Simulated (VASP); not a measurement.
Re:

```xyz
2
Lattice="2.7600 0.0000 0.0000 -1.3800 2.3902 0.0000 0.0000 0.0000 4.4574" Properties=species:S:1:pos:R:3 pbc="T T T"
Re    0.0000    1.5935    3.3430
Re    1.3800    0.7967    1.1143
```

```yaml
Program: VASP 6.6.1
Task: relaxation of cell and atoms
Functional: PBE
Potentials_or_basis: VASP PAW PBE potentials, release 64 (Re)
Cutoff: 600 eV
k_mesh: 18 × 18 × 10
Occupations: gaussian, width 0.05 eV
Spin: no spin polarisation
```

At the start: pressure 6.0 GPa; volume 14.70 Å³/atom.

Question: How do energy, volume and symmetry change on relaxing?

Answer: Over 4 steps the energy falls by 4.3 meV/atom and the volume is 14.93 Å³/atom (+1.6 %); space group P6_3/mmc (No. 194, to 0.05 Å).

Step by step:
| step | energy change (eV) | largest force (eV/Å) | pressure (GPa) | volume (Å³) |
| --- | --- | --- | --- | --- |
| 1 | 0.0000 | 0.0000 | 6.00 | 29.41 |
| 2 | 0.1232 | 0.0000 | -20.41 | 31.81 |
| 3 | -0.0086 | 0.0000 | -0.17 | 29.88 |
| 4 | -0.0086 | 0.0000 | -0.01 | 29.87 |

Final structure:
```yaml
crystal:
  lattice:
    - [2.77387, 0.00000, 0.00000]
    - [-1.38693, 2.40224, 0.00000]
    - [0.00000, 0.00000, 4.48192]
  atoms:
    - { symbol: Re, position: [0.33333, 0.66667, 0.75000] }
    - { symbol: Re, position: [0.66667, 0.33333, 0.25000] }
```
